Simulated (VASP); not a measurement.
# Os (P6_3/mmc) in VASP: further runs

Os is run at these levels: LDA; tasks: single point.

Everything below comes from runs of VASP 6.6.1. Logs are shortened: lines on timing, memory, paths and dates and some standing lists are left out, and cuts for length are marked.

## 1. The cell of the first run

It takes space group P6_3/mmc (No. 194, hexagonal). Conventional cell: a = 2.716 Å, b = 2.716 Å, c = 4.287 Å, α = 90.00°, β = 90.00°, γ = 120.00°. Os (site symmetry -6m2) has 12 Os at 2.66 to 2.72 Å within 3.5 Å.

## 2. Single point, LDA

File INCAR:

```
PREC = Accurate ; ENCUT = 520
EDIFF = 1E-6 ; ISMEAR = -1
SIGMA = 0.05 ; LREAL = False
LASPH = True ; NELM = 100
ALGO = Normal ; ISIF = 2
LWAVE = False ; LCHARG = False
GGA = CA ; NBANDS = 15
```

File KPOINTS:

```
regular mesh
0
Gamma
  20 20 11
```

File POSCAR:

```
Os
1.0
    2.7164909102      0.0000000000      0.0000000000
   -1.3582454551      2.3525501374      0.0000000000
    0.0000000000      0.0000000000      4.2871511311
Os
2
Direct
    0.3333333333      0.6666666667      0.2500000000
    0.6666666667      0.3333333333      0.7500000000
```

Potentials or basis: VASP PAW LDA potentials, release 64 (Os).

On the command line:

```console
$ cat potpaw_LDA.64/Os/POTCAR > POTCAR
$ mpirun -np 1 vasp_std > vasp.out
```

OUTCAR:

```text
PREC = Accurate
   ENCUT = 520
   EDIFF = 1E-6
   ISMEAR = -1
   LREAL = False
   LASPH = True
   NELM = 100
   ISIF = 2
   GGA = CA

 ion  position               nearest neighbor table
   1  0.333  0.667  0.250-   2 2.66   2 2.66   2 2.66   2 2.66   2 2.66   2 2.66
   2  0.667  0.333  0.750-   1 2.66   1 2.66   1 2.66   1 2.66   1 2.66   1 2.66

  LATTYP: Found a hexagonal cell.
 ALAT       =     2.7164909102
 C/A-ratio  =     1.5781945432

  Lattice vectors:

 A1 = (   2.7164909102,   0.0000000000,   0.0000000000)
 A2 = (  -1.3582454551,   2.3525501374,   0.0000000000)
 A3 = (   0.0000000000,   0.0000000000,   4.2871511311)

Analysis of symmetry for initial positions (statically):
=====================================================================
 Subroutine PRICEL returns:
 Original cell was already a primitive cell.

 Routine SETGRP: Setting up the symmetry group for a
 hexagonal supercell.

 Subroutine GETGRP returns: Found 24 space group operations
 (whereof 12 operations were pure point group operations)
 out of a pool of 24 trial point group operations.

The static configuration has the point symmetry D_3d.
 The point group associated with its full space group is D_6h.

Analysis of symmetry for dynamics (positions and initial velocities):
=====================================================================
 Subroutine PRICEL returns:
 Original cell was already a primitive cell.

 Routine SETGRP: Setting up the symmetry group for a
 hexagonal supercell.

 Subroutine GETGRP returns: Found 24 space group operations
 (whereof 12 operations were pure point group operations)
 out of a pool of 24 trial point group operations.

The dynamic configuration has the point symmetry D_3d.
 The point group associated with its full space group is D_6h.

 Subroutine INISYM returns: Found 24 space group operations
 (whereof 12 operations are pure point group operations),
 and found     1 'primitive' translations

----------------------------------------------------------------------------------------

                                     Primitive cell

  volume of cell :      27.3978

  direct lattice vectors                    reciprocal lattice vectors
     2.716490910  0.000000000  0.000000000     0.368121975  0.212535322  0.000000000
    -1.358245455  2.352550137  0.000000000     0.000000000  0.425070643  0.000000000
     0.000000000  0.000000000  4.287151131     0.000000000  0.000000000  0.233255131

  length of vectors
     2.716490910  2.716490910  4.287151131     0.425070643  0.425070643  0.233255131

  position of ions in fractional coordinates (direct lattice)
     0.333333333  0.666666667  0.250000000
     0.666666667  0.333333333  0.750000000

  ion indices of the primitive-cell ions
   primitive index   ion index
                 1           1
                 2           2

----------------------------------------------------------------------------------------

 KPOINTS: regular mesh

Automatic generation of k-mesh.
 Grid dimensions read from file:
 generate k-points for:   20   20   11

 Generating k-lattice:

  Cartesian coordinates                     Fractional coordinates (reciprocal lattice)
     0.018406099  0.010626766  0.000000000     0.050000000  0.000000000  0.000000000
     0.000000000  0.021253532  0.000000000     0.000000000  0.050000000  0.000000000
     0.000000000  0.000000000  0.021205012     0.000000000  0.000000000  0.090909091

  Length of vectors
     0.021253532  0.021253532  0.021205012

  Shift w.r.t. Gamma in fractional coordinates (k-lattice)
     0.000000000  0.000000000  0.000000000

 Subroutine IBZKPT returns following result:
 ===========================================

 Found    264 irreducible k-points:

 Following reciprocal coordinates:
            Coordinates               Weight
  0.000000  0.000000  0.000000      1.000000
  0.050000  0.000000  0.000000      6.000000
  0.100000 -0.000000  0.000000      6.000000
  0.150000 -0.000000  0.000000      6.000000
  0.200000 -0.000000  0.000000      6.000000
  0.250000 -0.000000  0.000000      6.000000
[... 16 lines left out ...]
  0.200000  0.100000  0.000000     12.000000
  0.250000  0.100000  0.000000     12.000000
 [... further k-points ...]
   k-points           NKPTS =    264   k-points in BZ     NKDIM =    264   number of bands    NBANDS=     15
   number of dos      NEDOS =    301   number of ions     NIONS =      2
   total plane-waves  NPLWV =  12800
   dimension x,y,z NGX =    20 NGY =   20 NGZ =   32
   dimension x,y,z NGXF=    40 NGYF=   40 NGZF=   64
   ions per type =               2
   NGX,Y,Z   is equivalent  to a cutoff of  12.24, 12.24, 12.41 a.u.
   NGXF,Y,Z  is equivalent  to a cutoff of  24.48, 24.48, 24.82 a.u.
 SYSTEM =  unknown system
   PREC   = accura    normal or accurate (medium, high low for compatibility)
   ISTART =      0    job   : 0-new  1-cont  2-samecut
   ICHARG =      2    charge: 1-file 2-atom 10-const
   ISPIN  =      1    spin polarized calculation?
   LNONCOLLINEAR =      F non collinear calculations
   LSORBIT =      F    spin-orbit coupling
   LASPH  =      T    aspherical Exc in radial PAW
   ENCUT  =  520.0 eV  38.22 Ry    6.18 a.u.   5.05  5.05  7.97*2*pi/ulx,y,z
   NELM   =    100;   NELMIN=  2; NELMDL= -5     # of ELM steps
   EDIFF  = 0.1E-05   stopping-criterion for ELM
   LREAL  =      F    real-space projection
   EDIFFG = 0.1E-04   stopping-criterion for IOM
   NSW    =      0    number of steps for IOM
   IBRION =     -1    ionic relax: 0-MD 1-quasi-New 2-CG
   NFREE  =      0    steps in history (QN), initial steepest desc. (CG)
   ISIF   =      2    stress and relaxation
   ISYM   =      2    0-nonsym 1-usesym 2-fastsym
   POTIM  = 0.5000    time-step for ionic-motion
   TEBEG  =    0.0;   TEEND  =   0.0 temperature during run
   PSTRESS=    0.0 pullay stress
   NELECT =      16.0000    total number of electrons
   NUPDOWN=      -1.0000    fix difference up-down
   EMIN   =  10.00;   EMAX   =-10.00  energy-range for DOS
   EFERMI =   0.00;   METHOD = LEGACY
   ISMEAR =    -1;   SIGMA  =   0.05  broadening in eV -4-tet -1-fermi 0-gaus
   EFERMI_NEDOS =   21; number of points for ismear=-14 and -15
   IALGO  =     38    algorithm
   IMIX   =      4    mixing-type and parameters
     AMIX     =   0.40;   BMIX     =  1.00
     AMIX_MAG =   1.60;   BMIX_MAG =  1.00
  volume/ion in A,a.u.               =      13.70        92.44
  Fermi-wavevector in a.u.,A,eV,Ry     =   1.368389  2.585880 25.476745  1.872488
  Thomas-Fermi vector in A             =   2.494357
   LORBIT       =      0    0 simple, 1 ext, 2 COOP (PROOUT), +10 PAW based schemes
   GGA     = CA    functional components
   LHFCALC =     F    Hartree Fock is set to
   AEXX    =    0.0000 exact exchange contribution
   IVDW    =     0    specifies the selected vdW correction
   LEPSILON=     F    determine dielectric tensor
   LRPA    =     F    only Hartree local field effects (RPA)
 non-spin polarized calculation
  energy-cutoff  :      520.00
  volume of cell :       27.40
 maximum number of plane-waves:       752
   NGX = 11   NGY = 11   NGZ = 15

 number of electron      15.9999998 magnetization

 Free energy of the ion-electron system (eV)
  ---------------------------------------------------
  ext. energy  EPLUGINS =         0.00000000
  ---------------------------------------------------
  free energy    TOTEN  =       -25.31143820 eV

  energy without entropy =      -25.30134036  energy(sigma->0) =      -25.30638928

 E-fermi :   9.7646     XC(G=0): -14.2983

 val. band max:        9.7544584788   @ k =   0.4000   0.0500   0.3636
 cond. band min:       9.7694489735   @ k =   0.5000  -0.0000   0.3636
 fundamental gap:      0.0149904946
 Fermi energy:         9.7646057460

 k-point     1 :       0.0000    0.0000    0.0000
  band No.  band energies     occupation
      1      -1.3396      2.00000
      2       1.7519      2.00000
      3       6.5463      2.00000
      4       6.5463      2.00000
      5       6.8223      2.00000
      6       7.4178      2.00000
      7       7.4178      2.00000
      8       8.0850      2.00000
      9       8.0850      2.00000
     10       9.8791      0.18382
     11      11.4463      0.00000
     12      11.4463      0.00000
     13      19.0594      0.00000
     14      23.8199      0.00000
     15      26.5727      0.00000

 k-point     2 :       0.0500    0.0000    0.0000
  band No.  band energies     occupation
      1      -1.2353      2.00000
      2       1.8449      2.00000
      3       6.2947      2.00000
      4       6.6382      2.00000
      5       7.0456      2.00000
      6       7.3538      2.00000
      7       7.5038      2.00000
      8       7.9637      2.00000
      9       8.0089      2.00000
     10       9.3100      1.99977
     11      11.5005      0.00000
     12      12.1634      0.00000
     13      19.0541      0.00000
     14      24.0396      0.00000
     15      26.7102      0.00000

 k-point     3 :       0.1000   -0.0000    0.0000
  band No.  band energies     occupation
      1      -0.9293      2.00000
      2       2.1090      2.00000
      3       5.9108      2.00000
      4       6.9111      2.00000
      5       7.1502      2.00000
      6       7.4052      2.00000
      7       7.4943      2.00000
      8       7.7586      2.00000
      9       7.8028      2.00000
     10       8.6261      2.00000
     11      11.6424      0.00000
     12      13.4020      0.00000
     13      19.0228      0.00000
     14      24.6540      0.00000
     15      27.0841      0.00000
[... 343 lines left out ...]
 k-point    23 :       0.2000    0.1000    0.0000
  band No.  band energies     occupation
      1       1.1369      2.00000
      2       3.3469      2.00000
      3       4.8394      2.00000
      4       4.9025      2.00000
      5       6.5194      2.00000
      6       6.6076      2.00000
      7       7.8839      2.00000
      8       8.6323      2.00000
      9       9.1188      2.00000
     10      10.0019      0.01724
     11      12.0943      0.00000
     12      17.9984      0.00000
     13      18.5750      0.00000
     14      24.0174      0.00000
     15      25.3398      0.00000

 k-point    24 :       0.2500    0.1000    0.0000
  band No.  band energies     occupation
      1       1.8050      2.00000
      2       3.2697      2.00000
      3       4.2757      2.00000
      4       5.0388      2.00000
      5       6.3051      2.00000
      6       6.7560      2.00000
      7       7.6320      2.00000
      8       9.2280      1.99996
      9       9.9515      0.04646
     10      10.8882      0.00000
     11      12.1924      0.00000
     12      18.4684      0.00000
     13      19.2871      0.00000
     14      22.1174      0.00000
     15      24.0238      0.00000

 [... further k-points ...]

------------------------ aborting loop because EDIFF is reached ----------------------------------------

  FORCE on cell =-STRESS in cart. coord.  units (eV):
  Direction    XX          YY          ZZ          XY          YZ          ZX
  --------------------------------------------------------------------------------------
  -------------------------------------------------------------------------------------
  Total        0.1767063      0.1767063      0.1542866      0.0000000      0.0000000     -0.0000000
  in kB       10.3334815     10.3334815      9.0224159      0.0000000      0.0000000     -0.0000000
  external PRESSURE =       9.8964596 kB  Pullay stress =       0.0000000 kB

 VOLUME and BASIS-vectors are now :
 -----------------------------------------------------------------------------
  energy-cutoff  :      520.00
  volume of cell :       27.40
      direct lattice vectors                 reciprocal lattice vectors
     2.716490910  0.000000000  0.000000000     0.368121975  0.212535322  0.000000000
    -1.358245455  2.352550137  0.000000000     0.000000000  0.425070643  0.000000000
     0.000000000  0.000000000  4.287151131     0.000000000  0.000000000  0.233255131

 POSITION                                       TOTAL-FORCE (eV/Angst)
 -----------------------------------------------------------------------------------
     -0.00000      1.56837      1.07179         0.000000      0.000000      0.000000
      1.35825      0.78418      3.21536        -0.000000     -0.000000      0.000000
 -----------------------------------------------------------------------------------
    total drift:                               -0.000000      0.000000     -0.000000

  FREE ENERGIE OF THE ION-ELECTRON SYSTEM (eV)
  ---------------------------------------------------
  free  energy   TOTEN  =       -25.3114381978 eV

  energy  without entropy=      -25.3013403557  energy(sigma->0) =      -25.30638928
```

Run time: 32 s. Hardware: 1 thread of Intel Xeon 6975P-C (Granite Rapids), shared host; peak memory 0.2 GiB.

Results:

- Free energy: -25.3114 eV
- Pressure: 1.0 GPa
- Band gap on the k mesh: zero (bands 8 and 9 overlap by 4.08 eV)

Caveat: spin-orbit coupling is left out, which moves the levels of the heavy elements.

## 3. Single point, LDA

File INCAR:

```
SYSTEM = Os
PREC = Accurate ; ENCUT = 520
EDIFF = 1E-6 ; ISMEAR = -1
SIGMA = 0.05 ; LREAL = .False.
LASPH = .True. ; NELM = 80
ALGO = Normal ; ISIF = 2
LWAVE = .False. ; LCHARG = .False.
GGA = CA ; NBANDS = 15
```

File KPOINTS:

```
regular mesh
0
Gamma
  20 20 11
  0 0 0
```

POSCAR is that of step 2.

Potentials or basis: VASP PAW LDA potentials, release 64 (Os).

On the command line:

```console
$ cat potpaw_LDA.64/Os/POTCAR > POTCAR
$ mpirun -np 1 vasp_std > vasp.out
```

Run time: 34 s. Hardware: 1 thread of Intel Xeon 6975P-C (Granite Rapids), shared host; peak memory 0.2 GiB.

Results (log left out):

| Item | Value |
| --- | --- |
| Free energy | -25.3114 eV |
| Pressure | 1.0 GPa |
| Band gap on the k mesh | zero (bands 8 and 9 overlap by 4.08 eV) |

Stress tensor (GPa, compression positive):
```
1.03 0.00 0.00
0.00 1.03 0.00
0.00 0.00 0.90
```

Levels at points of the mesh, in eV from the Fermi level:
```tsv
k point	band 5	band 6	band 7	band 8	band 9	band 10	band 11	band 12
(0.00, 0.00, 0.00)	-2.94	-2.35	-2.35	-1.68	-1.68	0.11	1.68	1.68
(0.50, 0.00, 0.00)	-2.95	-2.66	-1.98	2.04	2.62	2.77	4.52	5.85
```

Caveat: spin-orbit coupling is left out, which moves the levels of the heavy elements.

(Part 1 of 2 ends here.)
